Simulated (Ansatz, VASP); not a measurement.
# Pt: VASP beside Ansatz

File INCAR:

```
PREC = Accurate
ENCUT = 520
EDIFF = 1E-6
ISMEAR = 0
SIGMA = 0.15
LREAL = False
LASPH = True
NELM = 100
ALGO = Fast
ISIF = 2
LWAVE = False
LCHARG = False
GGA = PS
NBANDS = 39
```

Contents of KPOINTS:

```
regular mesh
0
Gamma
  24 24 5
```

Contents of POSCAR:

```
Pt
1.0
    1.9590303458     -1.9590303458      0.0000000000
    1.9590303458      0.0000000000     -1.9590303458
   10.4341975946     10.4341975946     10.4341975946
Pt
6
Direct
    0.6666666667      0.6666666667      0.0625711280
    0.0000000000      0.0000000000      0.6884075753
    0.3333333333      0.3333333333      0.1877384175
    0.6666666667      0.6666666667      0.4380729964
    0.0000000000      0.0000000000      0.3129057069
    0.3333333333      0.3333333333      0.5632402858
```

Input for Ansatz:

```yaml
crystal:
  lattice:
    - [1.9590303458, -1.9590303458, 0.0]
    - [1.9590303458, 0.0, -1.9590303458]
    - [10.4341975946, 10.4341975946, 10.4341975946]
  atoms:
    - { symbol: Pt, position: [0.6666666667, 0.6666666667, 0.062571128] }
    - { symbol: Pt, position: [0.0, 0.0, 0.6884075753] }
    - { symbol: Pt, position: [0.3333333333, 0.3333333333, 0.1877384175] }
    - { symbol: Pt, position: [0.6666666667, 0.6666666667, 0.4380729964] }
    - { symbol: Pt, position: [0.0, 0.0, 0.3129057069] }
    - { symbol: Pt, position: [0.3333333333, 0.3333333333, 0.5632402858] }
basis:
  ecutwfc: 420
kpoints:
  mp_grid: { grid: [24, 24, 5] }
hamiltonian:
  xc: pbesol
scf:
  occupations: { method: gaussian, width: 0.15 }
output:
  forces: true
  stress: true
  eigenvalues: true
```

Alike in both runs: task single point; functional PBEsol; k mesh 24 × 24 × 5; occupations gaussian, width 0.15 eV; no spin polarisation.

```csv
,VASP,Ansatz
version,VASP 6.6.1,Ansatz 0.2.0
potentials or method,"VASP PAW PBE potentials, release 64 (Pt), cutoff 520 eV","scalar-relativistic, plane waves, PAW"
valence electrons in the cell,60,108
```

VASP gave:

```
gap on the k mesh at the Fermi level (eV) : none
rms of the force components (eV/Å)        : 0.076
```

Question: What did Ansatz give for the same quantities?

Answer: gap on the k mesh at the Fermi level (eV): none; rms of the force components (eV/Å): 0.080.

VASP's potentials were made for PBE, not for PBEsol. Atom by atom the forces differ by 0.007 eV/Å (rms over components). A gap of «none» marks a metal or a gap that the smearing closes. The functional is the same, so the differences come from potentials, cutoffs and numerics. VASP's potentials hold 60 valence electrons a cell and Ansatz's 108, so a difference there can come from the potentials and not from the codes.

Neither program's run includes spin-orbit coupling.
